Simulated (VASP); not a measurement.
A run of VASP 6.6.1 is set up as follows.

POSCAR

```
K
1.0
   -2.5676345012      2.5676345012      2.5676345012
    2.5676345012     -2.5676345012      2.5676345012
    2.5676345012      2.5676345012     -2.5676345012
K
1
Direct
    0.0000000000      0.0000000000      0.0000000000
```

INCAR.step1

```
PREC = Accurate
ENCUT = 520
EDIFF = 1E-5
ISMEAR = -1
SIGMA = 0.1
LREAL = False
LASPH = True
NELM = 100
ALGO = Normal
ISIF = 2
LWAVE = True
NBANDS = 10
GGA = PE
```

INCAR.step2

```
PREC = Accurate
ENCUT = 520
EDIFF = 1E-6
ISMEAR = -1
SIGMA = 0.1
LREAL = False
LASPH = True
NELM = 100
ALGO = Normal
ISIF = 2
LWAVE = False
LCHARG = True
GGA = PE
LHFCALC = True
HFSCREEN = 0.2079
PRECFOCK = Normal
LELF = True
LVHAR = True
NBANDS = 10
ISTART = 1
```

Contents of KPOINTS:

```
Automatic mesh
0
Gamma
  6 6 6
```

Potentials or basis: VASP PAW PBE potentials, release 64 (K_sv).

Launch:

```bash
$ cat potpaw_PBE.64/K_sv/POTCAR > POTCAR
$ cp INCAR.step1 INCAR
$ mpirun -np 1 vasp_std > vasp.out
$ cp INCAR.step2 INCAR
$ mpirun -np 1 vasp_std > vasp.out
```

**Question.** What does it give for the band gap on the k mesh?

**Answer.** Zero (an odd number of electrons rules out a gap without spin polarisation).

**Question.** What does it give for the pressure?

**Answer.** 0.5 GPa.

Caveat: the PAW data sets were made with another functional, which shifts forces and pressure a little.
